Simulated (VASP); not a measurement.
# PtS2 (P-3m1) in VASP: vibrations by perturbation theory with PBE

Aim: the vibrations by perturbation theory of PtS2 with PBE.

Everything below comes from runs of VASP 6.6.1. Logs are shortened: lines on timing, memory, paths and dates and some standing lists are left out, and cuts for length are marked.

## (1) The cell of the first run

It takes space group P-3m1 (No. 164, trigonal). The conventional cell has a = 3.577 Å, b = 3.577 Å, c = 6.484 Å, α = 90.00°, β = 90.00°, γ = 120.00°. Pt (site symmetry -3m) has 6 S at 2.40 Å within 3.2 Å. S (site symmetry 3m) has 3 Pt at 2.40 Å and 3 S at 3.21 Å within 3.3 Å.

## (2) Vibrations by perturbation theory, PBE

INCAR reads:

```
PREC = Accurate
ENCUT = 520
EDIFF = 1E-8
ISMEAR = 0
SIGMA = 0.01
LREAL = False
LASPH = True
NELM = 80
ALGO = Normal
ISIF = 2
LWAVE = False
LCHARG = True
GGA = PE
IBRION = 8
NSW = 1
LEPSILON = True
```

KPOINTS reads:

```
regular mesh
0
Gamma
  12 12 4
```

POSCAR reads:

```
PtS2
1.0
    3.5765522245      0.0000000000      0.0000000000
   -1.7882761123      3.0973850844      0.0000000000
    0.0000000000      0.0000000000      6.4838215858
Pt S
1 2
Direct
    0.0000000000      0.0000000000      0.0000000000
    0.3333333333      0.6666666667      0.1893422728
    0.6666666667      0.3333333333      0.8106577272
```

Potentials or basis: VASP PAW PBE potentials, release 64 (Pt, S).

Command:

```sh
cat potpaw_PBE.64/Pt/POTCAR potpaw_PBE.64/S/POTCAR > POTCAR
mpirun -np 1 vasp_std > vasp.out
```

OUTCAR:

```text
PREC = Accurate
   ENCUT = 520
   EDIFF = 1E-8
   ISMEAR = 0
   LREAL = False
   LASPH = True
   NELM = 80
   ISIF = 2
   GGA = PE
   IBRION = 8
   NSW = 1
   LEPSILON = True

 ion  position               nearest neighbor table
   1  0.000  0.000  0.000-   2 2.40   3 2.40   3 2.40   2 2.40   3 2.40   2 2.40
   2  0.333  0.667  0.189-   1 2.40   1 2.40   1 2.40
   3  0.667  0.333  0.811-   1 2.40   1 2.40   1 2.40

  LATTYP: Found a hexagonal cell.
 ALAT       =     3.5765522245
 C/A-ratio  =     1.8128692603

  Lattice vectors:

 A1 = (   3.5765522245,   0.0000000000,   0.0000000000)
 A2 = (  -1.7882761123,   3.0973850844,   0.0000000000)
 A3 = (   0.0000000000,   0.0000000000,   6.4838215858)

Analysis of symmetry for initial positions (statically):
=====================================================================
 Subroutine PRICEL returns:
 Original cell was already a primitive cell.

 Routine SETGRP: Setting up the symmetry group for a
 hexagonal supercell.

 Subroutine GETGRP returns: Found 12 space group operations
 (whereof 12 operations were pure point group operations)
 out of a pool of 24 trial point group operations.

The static configuration has the point symmetry D_3d.

Analysis of symmetry for dynamics (positions and initial velocities):
=====================================================================
 Subroutine PRICEL returns:
 Original cell was already a primitive cell.

 Routine SETGRP: Setting up the symmetry group for a
 hexagonal supercell.

 Subroutine GETGRP returns: Found 12 space group operations
 (whereof 12 operations were pure point group operations)
 out of a pool of 24 trial point group operations.

The dynamic configuration has the point symmetry D_3d.

 Subroutine INISYM returns: Found 12 space group operations
 (whereof 12 operations are pure point group operations),
 and found     1 'primitive' translations

----------------------------------------------------------------------------------------

                                     Primitive cell

  volume of cell :      71.8275

  direct lattice vectors                    reciprocal lattice vectors
     3.576552224  0.000000000  0.000000000     0.279598881  0.161426489  0.000000000
    -1.788276112  3.097385084  0.000000000     0.000000000  0.322852978  0.000000000
     0.000000000  0.000000000  6.483821586     0.000000000  0.000000000  0.154230030

  length of vectors
     3.576552224  3.576552225  6.483821586     0.322852978  0.322852978  0.154230030

  position of ions in fractional coordinates (direct lattice)
     0.000000000  0.000000000  0.000000000
     0.333333333  0.666666667  0.189342273
     0.666666667  0.333333333  0.810657727

  ion indices of the primitive-cell ions
   primitive index   ion index
                 1           1
                 2           2
                 3           3

----------------------------------------------------------------------------------------

 KPOINTS: regular mesh

Automatic generation of k-mesh.
 Grid dimensions read from file:
 generate k-points for:   12   12    4

 Generating k-lattice:

  Cartesian coordinates                     Fractional coordinates (reciprocal lattice)
[... 607 lines left out ...]
     0.00016 -0.00000  0.00000
     0.00000  0.00016 -0.00000
     0.00000 -0.00000 -0.00052

--------------------------------------- Ionic step        4  -------------------------------------------

------------------------ aborting loop because EDIFF is reached ----------------------------------------

[... ionic steps 5 to 5 ...]

--------------------------------------- Ionic step        6  -------------------------------------------

------------------------ aborting loop because EDIFF is reached ----------------------------------------

--------------------------------------- Ionic step        7  -------------------------------------------

------------------------ aborting loop because EDIFF is reached ----------------------------------------

[... ionic steps 8 to 8 ...]

--------------------------------------- Ionic step        9  -------------------------------------------

 Free energy of the ion-electron system (eV)
  ---------------------------------------------------
  ---------------------------------------------------
  free energy    TOTEN  =        -0.12419806 eV

  energy without entropy =       -0.12419806

------------------------ aborting loop because EDIFF is reached ----------------------------------------

 INTERNAL STRAIN TENSOR  FOR ION    2  DIRECTION 3   (eV/Angst):
 -----------------------------------------------------------------------------
   -12.10424  0.00000  0.00000
     0.00000-12.10424  0.00000
    -0.00000  0.00000-15.04950

 MACROSCOPIC STATIC DIELECTRIC TENSOR (including local field effects in DFT)
 ------------------------------------------------------
          12.633243    -0.000000     0.000000
          -0.000000    12.633243     0.000000
           0.000000     0.000000     3.467137
 ------------------------------------------------------

 PIEZOELECTRIC TENSOR (including local field effects)  for field in x, y, z        (e  Angst)
          XX          YY          ZZ          XY          YZ          ZX
  --------------------------------------------------------------------------------
  x     0.00000     0.00000     0.00000     0.00000     0.00000     0.00000
  y     0.00000     0.00000     0.00000     0.00000     0.00000     0.00000
  z     0.00000     0.00000     0.00000     0.00000     0.00000     0.00000

 PIEZOELECTRIC TENSOR (including local field effects)  for field in x, y, z        (C/m^2)
          XX          YY          ZZ          XY          YZ          ZX
  --------------------------------------------------------------------------------
  x     0.00000     0.00000     0.00000     0.00000     0.00000     0.00000
  y     0.00000     0.00000     0.00000     0.00000     0.00000     0.00000
  z     0.00000     0.00000     0.00000     0.00000     0.00000     0.00000

 BORN EFFECTIVE CHARGES (including local field effects) (in |e|, cummulative output)
 ---------------------------------------------------------------------------------
 ion    1
    1     2.65668    -0.00000    -0.00000
    2    -0.00000     2.65668     0.00000
    3     0.00000     0.00000    -0.01983
 ion    2
    1    -1.32834     0.00000     0.00000
    2     0.00000    -1.32834    -0.00000
    3    -0.00000    -0.00000     0.00991
 ion    3
    1    -1.32834     0.00000     0.00000
    2     0.00000    -1.32834    -0.00000
    3     0.00000    -0.00000     0.00991

 INTERNAL STRAIN TENSOR FOR ION    3 for displacements in x,y,z  (eV/Angst):
          X           Y           Z          XY          YZ          ZX
  --------------------------------------------------------------------------------
  x     0.00000    -0.00000     0.00000    -5.90961    -0.00000    11.23078
  y    -5.90961     5.90961     0.00000    -0.00000    12.10759    -0.00000
  z    12.10424    12.10424    15.04950    -0.00000    -0.00000    -0.00000

 SECOND DERIVATIVES (NOT SYMMETRIZED)
 ------------------------------------
               1X          1Y          1Z          2X          2Y          2Z          3X          3Y          3Z
  1X   -16.468653    0.000000    0.000000    8.234326   -0.000000    0.000000    8.234326   -0.000000    0.000000
  1Y     0.000000  -16.468653    0.000000   -0.000000    8.234326    0.000000   -0.000000    8.234326    0.000000
  1Z     0.000000    0.000000  -17.873273   -0.000000    0.000000    8.936636   -0.000000    0.000000    8.936636
  2X     8.236424   -0.000000    0.000000   -8.938671    0.000000    0.000000    0.702247   -0.000000    0.000000
  2Y    -0.000000    8.236424   -0.000000    0.000000   -8.938671    0.000000   -0.000000    0.702247    0.000000
  2Z     0.000000   -0.000000    8.941395   -0.000000    0.000000  -10.629610    0.000000    0.000000    1.688214
  3X     8.236424   -0.000000    0.000000    0.702247   -0.000000    0.000000   -8.938671    0.000000    0.000000
  3Y    -0.000000    8.236424   -0.000000   -0.000000    0.702247    0.000000    0.000000   -8.938671    0.000000
  3Z     0.000000   -0.000000    8.941395    0.000000    0.000000    1.688214   -0.000000    0.000000  -10.629610

 Eigenvectors and eigenvalues of the dynamical matrix
 ----------------------------------------------------

   1 f  =    9.689365 THz    60.880078 2PiTHz  323.202437 cm-1    40.071977 meV
             X         Y         Z           dx          dy          dz
      0.000000  0.000000  0.000000     0.000000    0.000000   -0.000000
     -0.000000  2.064923  1.227662     0.000000   -0.000000   -0.707107
      1.788276  1.032462  5.256160    -0.000000   -0.000000    0.707107
[... 43 lines left out ...]
   9 f/i=    0.001093 THz     0.006866 2PiTHz    0.036451 cm-1     0.004519 meV
             X         Y         Z           dx          dy          dz
      0.000000  0.000000  0.000000     0.000000   -0.000000    0.867576
     -0.000000  2.064923  1.227662     0.000000   -0.000000    0.351648
      1.788276  1.032462  5.256160     0.000000   -0.000000    0.351648

--------------------------------------------------------------------------------------------------------

 MACROSCOPIC STATIC DIELECTRIC TENSOR IONIC CONTRIBUTION
 ------------------------------------------------------
           1.079591    -0.000000    -0.000000
          -0.000000     1.079591     0.000000
          -0.000000     0.000000     0.000055
 ------------------------------------------------------

 ELASTIC MODULI CONTR FROM IONIC RELAXATION (kBar)
 Direction    XX          YY          ZZ          XY          YZ          ZX
 --------------------------------------------------------------------------------
 XX        -692.2315   -369.0254   -659.7436      0.0000    331.0916     -0.0000
 YY        -369.0254   -692.2315   -659.7436      0.0000   -331.0916      0.0000
 ZZ        -659.7436   -659.7436   -820.2758      0.0000      0.0000      0.0000
 XY           0.0000      0.0000      0.0000   -161.6031      0.0000    307.1145
 YZ         331.0916   -331.0916      0.0000      0.0000   -678.3389      0.0000
 ZX          -0.0000      0.0000      0.0000    307.1145      0.0000   -583.6480
 --------------------------------------------------------------------------------

 PIEZOELECTRIC TENSOR IONIC CONTR  for field in x, y, z        (C/m^2)
          XX          YY          ZZ          XY          YZ          ZX
  --------------------------------------------------------------------------------
  x     0.00000     0.00000     0.00000     0.00000    -0.00000     0.00000
  y     0.00000    -0.00000    -0.00000     0.00000    -0.00000    -0.00000
  z     0.00000     0.00000     0.00000    -0.00000    -0.00000     0.00000
```

It took 54 min on 1 thread of Intel Xeon 8259CL, shared host; peak memory 0.8 GiB.

What came out:

```yaml
Electronic_dielectric_tensor_diagonal: 12.63, 12.63, 3.47
Born_charges_mean_of_the_diagonal: Pt +1.76; S -0.88 e
Highest_phonon_frequency_at_Γ_LO-TO_splitting_left_out: 323 cm⁻¹
```

Phonon frequencies in cm⁻¹ (negative: imaginary):
```csv
q point,frequencies
"(0.000, 0.000, 0.000)",0 0 0 286 286 305 305 317 323
```

Electronic dielectric tensor:
```
12.63  0.00  0.00
 0.00 12.63  0.00
 0.00  0.00  3.47
```

Born effective charge tensors (e):
atom 1, Pt
```
 2.66  0.00  0.00
 0.00  2.66  0.00
 0.00  0.00 -0.02
```
atom 2, S
```
-1.33  0.00  0.00
 0.00 -1.33  0.00
 0.00  0.00  0.01
```
atom 3, S
```
-1.33  0.00  0.00
 0.00 -1.33  0.00
 0.00  0.00  0.01
```

Caveat: spin-orbit coupling is left out, which moves the levels of the heavy elements.
